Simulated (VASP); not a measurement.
A run of VASP 6.6.1 is set up as follows.

File POSCAR:

```
Au
1.0
    4.5881061905      0.0000000000      0.0000000000
   -2.2940530952      3.9734165162      0.0000000000
    0.0000000000      0.0000000000      5.1305760991
Au
4
Direct
    0.0000000000      0.0000000000      0.2500000000
    0.0000000000      0.0000000000      0.7500000000
    0.3333333333      0.6666666667      0.7500000000
    0.6666666667      0.3333333333      0.2500000000
```

The input INCAR.step1:

```
PREC     = Accurate       # precision mode
ENCUT    = 520            # plane-wave cutoff, eV
ISMEAR   = 0              # smearing method
SIGMA    = 0.1            # smearing width, eV
LREAL    = False          # projectors in reciprocal space
LASPH    = True           # aspherical terms in the spheres
NELM     = 60             # most SCF steps
NBANDS   = 30             # bands
GGA      = PE             # functional
ALGO     = Normal         # electronic algorithm
EDIFF    = 1E-4           # SCF threshold, eV
LWAVE    = True           # write WAVECAR
LCHARG   = False          # write CHGCAR
```

File INCAR.step2:

```
PREC     = Accurate       # precision mode
ENCUT    = 520            # plane-wave cutoff, eV
EDIFF    = 1E-7           # SCF threshold, eV
ISMEAR   = 0              # smearing method
SIGMA    = 0.1            # smearing width, eV
LREAL    = False          # projectors in reciprocal space
LASPH    = True           # aspherical terms in the spheres
NELM     = 60             # most SCF steps
ALGO     = Normal         # electronic algorithm
ISIF     = 2              # what is computed and relaxed
LWAVE    = False          # write WAVECAR
LCHARG   = True           # write CHGCAR
METAGGA  = R2SCAN         # meta-GGA
LMIXTAU  = True         
LELF     = True           # ELF
LVHAR    = True         
NBANDS   = 30             # bands
ISTART   = 1
```

The input KPOINTS:

```
Automatic mesh
0
Gamma
  6 6 2
```

Potentials or basis: VASP PAW PBE potentials, release 64 (Au).

Launch:

```console
$ cat potpaw_PBE.64/Au/POTCAR > POTCAR
$ cp INCAR.step1 INCAR
$ mpirun -np 1 vasp_std > vasp.out
$ cp INCAR.step2 INCAR
$ mpirun -np 1 vasp_std > vasp.out
```

Task: Estimate the band gap on the k mesh.

Result: Zero (band 22 reaches 6.32 eV, above the bottom of band 23 at 3.77 eV).

Task: Estimate the pressure.

Result: 0.1 GPa.

Stress tensor (GPa, compression positive):
```
 0.26  0.00  0.00
 0.00  0.26  0.00
 0.00  0.00 -0.16
```

Caveat: the k points lie up to 0.61 Å⁻¹ apart; the PAW data sets were made with another functional, which shifts forces and pressure a little; spin-orbit coupling is left out, which moves the levels of the heavy elements.
